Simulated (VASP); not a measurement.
Here is a VASP 6.6.1 calculation.

Contents of INCAR:

```
  PREC = Accurate
  ENCUT = 520
  EDIFF = 1E-6
  ISMEAR = 0
  SIGMA = 0.1
  LREAL = F
  LASPH = T
  NELM = 80
  ALGO = Normal
  ISIF = 2
  LWAVE = F
  LCHARG = F
  GGA = PE
  NBANDS = 18
```

Contents of KPOINTS:

```
regular mesh
0
Gamma
  6 6 6
```

Contents of POSCAR:

```
MoH5
1.0
    0.0000000000      2.4358550753      2.4358550753
    2.4358550753      0.0000000000      2.4358550753
    2.4358550753      2.4358550753      0.0000000000
H Mo
5 1
Direct
    0.2500000000      0.2500000000      0.2500000000
    0.6267940315      0.1196179055      0.6267940315
    0.6267940315      0.6267940315      0.1196179055
    0.6267940315      0.6267940315      0.6267940315
    0.1196179055      0.6267940315      0.6267940315
    0.0000000000      0.0000000000      0.0000000000
```

Potentials or basis: VASP PAW PBE potentials, release 64 (H, Mo_sv).

Command:

```bash
$ cat potpaw_PBE.64/H/POTCAR potpaw_PBE.64/Mo_sv/POTCAR > POTCAR
$ mpirun -np 1 vasp_std > vasp.out
```

(1) Predict the pressure.

Results:

(1) -0.2 GPa.

Caveat: the k points lie up to 0.37 Å⁻¹ apart.
